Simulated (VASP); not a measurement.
# NaNF3 (Cmcm) in VASP: single point with PBE

Aim: the single point of NaNF3 with PBE.

Everything below comes from runs of VASP 6.6.1. Logs are shortened: lines on timing, memory, paths and dates and some standing lists are left out, and cuts for length are marked.

## (1) The cell of the first run

It takes space group Cmcm (No. 63, orthorhombic). The conventional cell has a = 3.100 Å, b = 10.086 Å, c = 7.369 Å, α = 90.00°, β = 90.00°, γ = 90.00°. Na (site symmetry m2m) has 9 F at 2.45 to 3.07 Å and 2 Na at 3.10 Å within 3.2 Å. Within 2.5 Å of N (site symmetry 2/m) lie 6 F at 1.90 to 2.00 Å. Within 2.5 Å of F (site symmetry m2m) lie 2 N at 1.90 Å. F (site symmetry m) has 2 N at 2.00 Å and 3 Na at 2.45 to 2.59 Å and 1 F at 2.53 Å within 2.7 Å.

## (2) Single point, PBE

Contents of INCAR:

```
SYSTEM = NaNF3
  PREC = Accurate
  ENCUT = 520
  EDIFF = 1E-6
  ISMEAR = -1
  SIGMA = 0.1
  LREAL = .False.
  LASPH = .True.
  NELM = 60
  ALGO = Normal
  ISIF = 2
  LWAVE = .False.
  LCHARG = .False.
  GGA = PE
  NBANDS = 44
```

Contents of KPOINTS:

```
regular mesh
0
Gamma
  6 6 3
  0 0 0
```

Contents of POSCAR:

```
NaNF3
1.0
    3.1000470000      0.0000001537      0.0000000000
    1.5500237500     -5.0430329232      0.0000000000
    0.0000000000      0.0000000000     -7.3691500000
Na N F
2 2 6
Direct
    0.7402070719      0.5195858561      0.7500000000
    0.2597929281      0.4804141439      0.2500000000
    0.0000000000      0.0000000000      0.0000000000
    0.0000000000      0.0000000000      0.5000000000
    0.0445725948      0.9108548103      0.7500000000
    0.9554274052      0.0891451897      0.2500000000
    0.6218606262      0.7562787476      0.0404152437
    0.3781393738      0.2437212524      0.5404152437
    0.3781393738      0.2437212524      0.9595847563
    0.6218606262      0.7562787476      0.4595847563
```

Potentials or basis: VASP PAW PBE potentials, release 64 (Na_pv, N, F).

Started as:

```console
cat potpaw_PBE.64/Na_pv/POTCAR potpaw_PBE.64/N/POTCAR potpaw_PBE.64/F/POTCAR > POTCAR
mpirun -np 1 vasp_std > vasp.out
```

OUTCAR:

```text
SYSTEM = NaNF3
   PREC = Accurate
   ENCUT = 520
   EDIFF = 1E-6
   ISMEAR = -1
   LREAL = .False.
   LASPH = .True.
   NELM = 60
   ISIF = 2
   GGA = PE

 ion  position               nearest neighbor table
   1  0.740  0.520  0.750-
   2  0.260  0.480  0.250-
   3  0.000  0.000  0.000-
   4  0.000  0.000  0.500-
   5  0.045  0.911  0.750-
   6  0.955  0.089  0.250-
   7  0.622  0.756  0.040-
   8  0.378  0.244  0.540-
   9  0.378  0.244  0.960-
  10  0.622  0.756  0.460-

  LATTYP: Found a base centered orthorhombic cell.
 ALAT       =     3.1000470000
 B/A-ratio  =     3.2535203499
 C/A-ratio  =     2.3771091212

  Lattice vectors:

 A1 = (   1.5500232500,   5.0430330769,   0.0000000000)
 A2 = (   1.5500237500,  -5.0430329232,   0.0000000000)
 A3 = (   0.0000000000,   0.0000000000,  -7.3691500000)

Analysis of symmetry for initial positions (statically):
=====================================================================
 Subroutine PRICEL returns:
 Original cell was already a primitive cell.

 Routine SETGRP: Setting up the symmetry group for a
 base centered orthorhombic supercell.

 Subroutine GETGRP returns: Found  8 space group operations
 (whereof  4 operations were pure point group operations)
 out of a pool of  8 trial point group operations.

The static configuration has the point symmetry C_2h.
 The point group associated with its full space group is D_2h.

Analysis of symmetry for dynamics (positions and initial velocities):
=====================================================================
 Subroutine PRICEL returns:
 Original cell was already a primitive cell.

 Routine SETGRP: Setting up the symmetry group for a
 base centered orthorhombic supercell.

 Subroutine GETGRP returns: Found  8 space group operations
 (whereof  4 operations were pure point group operations)
 out of a pool of  8 trial point group operations.

The dynamic configuration has the point symmetry C_2h.
 The point group associated with its full space group is D_2h.

 Subroutine INISYM returns: Found  8 space group operations
 (whereof  4 operations are pure point group operations),
 and found     1 'primitive' translations

----------------------------------------------------------------------------------------

                                     Primitive cell

  volume of cell :     115.2066

  direct lattice vectors                    reciprocal lattice vectors
     3.100047000  0.000000154  0.000000000     0.322575750  0.099146700  0.000000000
     1.550023750 -5.043032923  0.000000000     0.000000010 -0.198293368  0.000000000
     0.000000000  0.000000000 -7.369150000     0.000000000  0.000000000 -0.135700861

  length of vectors
     3.100047000  5.275865302  7.369150000     0.337468787  0.198293368  0.135700861

  position of ions in fractional coordinates (direct lattice)
     0.740207072  0.519585856  0.750000000
     0.259792928  0.480414144  0.250000000
     0.000000000  0.000000000  0.000000000
     0.000000000  0.000000000  0.500000000
     0.044572595  0.910854810  0.750000000
     0.955427405  0.089145190  0.250000000
     0.621860626  0.756278748  0.040415244
     0.378139374  0.243721252  0.540415244
     0.378139374  0.243721252  0.959584756
     0.621860626  0.756278748  0.459584756

  ion indices of the primitive-cell ions
   primitive index   ion index
                 1           1
                 2           2
                 3           3
                 4           4
                 5           5
                 6           6
                 7           7
                 8           8
                 9           9
                10          10

----------------------------------------------------------------------------------------

 KPOINTS: regular mesh

Automatic generation of k-mesh.
 Grid dimensions read from file:
 generate k-points for:    6    6    3

 Generating k-lattice:

  Cartesian coordinates                     Fractional coordinates (reciprocal lattice)
     0.053762625  0.016524450  0.000000000     0.166666667  0.000000000  0.000000000
     0.000000002 -0.033048895  0.000000000     0.000000000  0.166666667  0.000000000
     0.000000000  0.000000000 -0.045233620     0.000000000  0.000000000  0.333333333

  Length of vectors
     0.056244798  0.033048895  0.045233620

  Shift w.r.t. Gamma in fractional coordinates (k-lattice)
     0.000000000  0.000000000  0.000000000

 Subroutine IBZKPT returns following result:
 ===========================================

 Found     26 irreducible k-points:

 Following reciprocal coordinates:
            Coordinates               Weight
  0.000000  0.000000  0.000000      1.000000
  0.166667  0.000000  0.000000      4.000000
  0.333333 -0.000000  0.000000      4.000000
  0.500000 -0.000000  0.000000      2.000000
  0.000000  0.166667  0.000000      2.000000
  0.333333  0.166667  0.000000      2.000000
[... 16 lines left out ...]
 -0.000000  0.333333  0.333333      4.000000
 -0.333333  0.333333  0.333333      4.000000
 [... further k-points ...]
   k-points           NKPTS =     26   k-points in BZ     NKDIM =     26   number of bands    NBANDS=     44
   number of dos      NEDOS =    301   number of ions     NIONS =     10
   total plane-waves  NPLWV =  53760
   dimension x,y,z NGX =    24 NGY =   40 NGZ =   56
   dimension x,y,z NGXF=    48 NGYF=   80 NGZF=  112
   ions per type =               2   2   6
   NGX,Y,Z   is equivalent  to a cutoff of  12.87, 12.60, 12.63 a.u.
   NGXF,Y,Z  is equivalent  to a cutoff of  25.74, 25.21, 25.27 a.u.
 SYSTEM =  NaNF3
   PREC   = accura    normal or accurate (medium, high low for compatibility)
   ISTART =      0    job   : 0-new  1-cont  2-samecut
   ICHARG =      2    charge: 1-file 2-atom 10-const
   ISPIN  =      1    spin polarized calculation?
   LNONCOLLINEAR =      F non collinear calculations
   LSORBIT =      F    spin-orbit coupling
   LASPH  =      T    aspherical Exc in radial PAW
   ENCUT  =  520.0 eV  38.22 Ry    6.18 a.u.   5.76  9.81 13.70*2*pi/ulx,y,z
   NELM   =     60;   NELMIN=  2; NELMDL= -5     # of ELM steps
   EDIFF  = 0.1E-05   stopping-criterion for ELM
   LREAL  =      F    real-space projection
   EDIFFG = 0.1E-04   stopping-criterion for IOM
   NSW    =      0    number of steps for IOM
   IBRION =     -1    ionic relax: 0-MD 1-quasi-New 2-CG
   NFREE  =      0    steps in history (QN), initial steepest desc. (CG)
   ISIF   =      2    stress and relaxation
   ISYM   =      2    0-nonsym 1-usesym 2-fastsym
   POTIM  = 0.5000    time-step for ionic-motion
   TEBEG  =    0.0;   TEEND  =   0.0 temperature during run
   PSTRESS=    0.0 pullay stress
   NELECT =      66.0000    total number of electrons
   NUPDOWN=      -1.0000    fix difference up-down
   EMIN   =  10.00;   EMAX   =-10.00  energy-range for DOS
   EFERMI =   0.00;   METHOD = LEGACY
   ISMEAR =    -1;   SIGMA  =   0.10  broadening in eV -4-tet -1-fermi 0-gaus
   EFERMI_NEDOS =   21; number of points for ismear=-14 and -15
   IALGO  =     38    algorithm
   IMIX   =      4    mixing-type and parameters
     AMIX     =   0.40;   BMIX     =  1.00
     AMIX_MAG =   1.60;   BMIX_MAG =  1.00
  volume/ion in A,a.u.               =      11.52        77.75
  Fermi-wavevector in a.u.,A,eV,Ry     =   1.359660  2.569385 25.152754  1.848675
  Thomas-Fermi vector in A             =   2.486389
   LORBIT       =      0    0 simple, 1 ext, 2 COOP (PROOUT), +10 PAW based schemes
   GGA     = PE    functional components
   LHFCALC =     F    Hartree Fock is set to
   AEXX    =    0.0000 exact exchange contribution
   IVDW    =     0    specifies the selected vdW correction
   LEPSILON=     F    determine dielectric tensor
   LRPA    =     F    only Hartree local field effects (RPA)
 non-spin polarized calculation
  energy-cutoff  :      520.00
  volume of cell :      115.21
 maximum number of plane-waves:      3123
   NGX = 11   NGY = 19   NGZ = 27

 number of electron      65.9999993 magnetization

 Free energy of the ion-electron system (eV)
  ---------------------------------------------------
  ext. energy  EPLUGINS =         0.00000000
  ---------------------------------------------------
  free energy    TOTEN  =       -34.55141124 eV

  energy without entropy =      -34.45770576  energy(sigma->0) =      -34.50455850

 E-fermi :   0.5282     XC(G=0):  -9.5083

 val. band max:        0.5194642378   @ k =   0.0000   0.1667   0.0000
 cond. band min:       0.5318152684   @ k =  -0.1667   0.3333   0.3333
 fundamental gap:      0.0123510306
 Fermi energy:         0.5281995943

 k-point     1 :       0.0000    0.0000    0.0000
  band No.  band energies     occupation
      1     -22.9657      2.00000
      2     -22.5365      2.00000
      3     -22.3480      2.00000
      4     -22.0200      2.00000
      5     -21.9402      2.00000
      6     -21.8114      2.00000
[... 36 lines left out ...]
     43      12.6923      0.00000
     44      13.0593      0.00000

 k-point     2 :       0.1667    0.0000    0.0000
  band No.  band energies     occupation
      1     -22.8679      2.00000
      2     -22.4473      2.00000
      3     -22.3189      2.00000
      4     -22.0264      2.00000
      5     -21.9224      2.00000
      6     -21.8223      2.00000
[... 36 lines left out ...]
     43      12.9244      0.00000
     44      13.2605      0.00000

 k-point     3 :       0.3333   -0.0000    0.0000
  band No.  band energies     occupation
      1     -22.6193      2.00000
      2     -22.2793      2.00000
      3     -22.2461      2.00000
      4     -22.0458      2.00000
      5     -21.9499      2.00000
      6     -21.8736      2.00000
[... 36 lines left out ...]
     43      12.3806      0.00000
     44      12.6838      0.00000

 k-point     4 :       0.5000   -0.0000    0.0000
  band No.  band energies     occupation
      1     -22.3933      2.00000
      2     -22.3005      2.00000
      3     -22.1248      2.00000
      4     -22.1146      2.00000
      5     -21.9913      2.00000
      6     -21.9257      2.00000
[... 882 lines left out ...]
     43      11.9560      0.00000
     44      12.7059      0.00000

 k-point    23 :      -0.0000    0.3333    0.3333
  band No.  band energies     occupation
      1     -22.8983      2.00000
      2     -22.6677      2.00000
      3     -22.1872      2.00000
      4     -22.0749      2.00000
      5     -21.9501      2.00000
      6     -21.8404      2.00000
[... 36 lines left out ...]
     43      11.2887      0.00000
     44      12.5553      0.00000

 k-point    24 :      -0.3333    0.3333    0.3333
  band No.  band energies     occupation
      1     -22.5350      2.00000
      2     -22.3903      2.00000
      3     -22.1378      2.00000
      4     -22.1360      2.00000
      5     -21.9767      2.00000
      6     -21.8900      2.00000
[... 36 lines left out ...]
     43      11.8320      0.00000
     44      12.2191      0.00000

 [... further k-points ...]

------------------------ aborting loop because EDIFF is reached ----------------------------------------

  FORCE on cell =-STRESS in cart. coord.  units (eV):
  Direction    XX          YY          ZZ          XY          YZ          ZX
  --------------------------------------------------------------------------------------
  -------------------------------------------------------------------------------------
  Total        0.4706363     -4.5458955     -1.5748865      0.0000002     -0.0000000      0.0000000
  in kB        6.5451341    -63.2197173    -21.9019288      0.0000035     -0.0000000      0.0000000
  external PRESSURE =     -26.1921707 kB  Pullay stress =       0.0000000 kB

 VOLUME and BASIS-vectors are now :
 -----------------------------------------------------------------------------
  energy-cutoff  :      520.00
  volume of cell :      115.21
      direct lattice vectors                 reciprocal lattice vectors
     3.100047000  0.000000154  0.000000000     0.322575750  0.099146700  0.000000000
     1.550023750 -5.043032923  0.000000000     0.000000010 -0.198293368  0.000000000
     0.000000000  0.000000000 -7.369150000     0.000000000  0.000000000 -0.135700861

 POSITION                                       TOTAL-FORCE (eV/Angst)
 -----------------------------------------------------------------------------------
      3.10005     -2.62029     -5.52686        -0.000000      0.026348      0.000000
      1.55002     -2.42274     -1.84229         0.000000     -0.026348      0.000000
      0.00000      0.00000      0.00000         0.000000     -0.000000      0.000000
      0.00000      0.00000     -3.68458         0.000000     -0.000000      0.000000
      1.55002     -4.59347     -5.52686         0.000000     -0.000262      0.000000
      3.10005     -0.44956     -1.84229        -0.000000      0.000262     -0.000000
      3.10005     -3.81394     -0.29783        -0.000000      0.000105     -0.003508
      1.55002     -1.22909     -3.98240         0.000000     -0.000105     -0.003508
      1.55002     -1.22909     -7.07132         0.000000     -0.000105      0.003508
      3.10005     -3.81394     -3.38675        -0.000000      0.000105      0.003508
 -----------------------------------------------------------------------------------
    total drift:                                0.000000     -0.000000      0.000000

  FREE ENERGIE OF THE ION-ELECTRON SYSTEM (eV)
  ---------------------------------------------------
  free  energy   TOTEN  =       -34.5514112353 eV

  energy  without entropy=      -34.4577057595  energy(sigma->0) =      -34.50455850
```

Wall time 100 s (1 thread of AMD EPYC 7R13 (Zen 3), shared host); peak memory 0.23 GiB.

Results:

| Property | Result |
| --- | --- |
| Free energy | -34.5514 eV |
| Pressure | -2.6 GPa |
| Largest force | 0.026 eV/Å |
| Band gap on the k mesh | zero (band 33 reaches 1.04 eV, above the bottom of band 34 at -0.32 eV) |

Forces in eV/Å, atoms in the order of the input:
```
Na   0.000  0.026  0.000
Na   0.000 -0.026  0.000
N    0.000  0.000  0.000
N    0.000  0.000  0.000
F    0.000  0.000  0.000
F    0.000  0.000  0.000
F    0.000  0.000 -0.004
F    0.000  0.000 -0.004
F    0.000  0.000  0.004
F    0.000  0.000  0.004
```

Levels at points of the mesh, in eV from the Fermi level:
```csv
k point,band 31,band 32,band 33,band 34,band 35,band 36
"(0.00, 0.00, 0.00)",-2.98,-2.71,-0.73,-0.59,0.02,0.66
"(0.50, 0.00, 0.00)",-2.86,-2.40,-0.70,0.76,0.89,1.02
"(0.00, 0.50, 0.00)",-2.94,-2.55,-0.95,-0.85,-0.08,0.58
```
